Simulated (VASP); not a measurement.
Here is a VASP 6.6.1 calculation.

File INCAR:

```
SYSTEM = Ti
  PREC = Accurate
  ENCUT = 520
  EDIFF = 1E-6
  ISMEAR = 0
  SIGMA = 0.15
  LREAL = .FALSE.
  LASPH = .TRUE.
  NELM = 60
  ALGO = Fast
  ISIF = 2
  LWAVE = .FALSE.
  LCHARG = .TRUE.
  GGA = PS
  LELF = .TRUE.
  LVHAR = .TRUE.
  NBANDS = 12
```

Contents of KPOINTS:

```
regular mesh
0
G
  20 20 20
  0 0 0
```

POSCAR

```
Ti
1.0
   -1.6902300000      1.6902300000      1.6656150000
    1.6902300000     -1.6902300000      1.6656150000
    1.6902300000      1.6902300000     -1.6656150000
Ti
1
Direct
    0.0000000000      0.0000000000      0.0000000000
```

Potentials or basis: VASP PAW PBE potentials, release 64 (Ti_sv).

Run with:

```sh
$ cat potpaw_PBE.64/Ti_sv/POTCAR > POTCAR
$ mpirun -np 1 vasp_std > vasp.out
```

(1) Estimate the band gap on the k mesh.

(2) What does it give for the pressure?

Results:

(1) zero (band 6 reaches 7.94 eV, above the bottom of band 7 at 6.46 eV).

(2) -12.5 GPa.

Caveat: the cell differs from its parent crystal (strain +0.030 along x and y, +0.015 along z); the PAW data sets were made with another functional, which shifts forces and pressure a little.
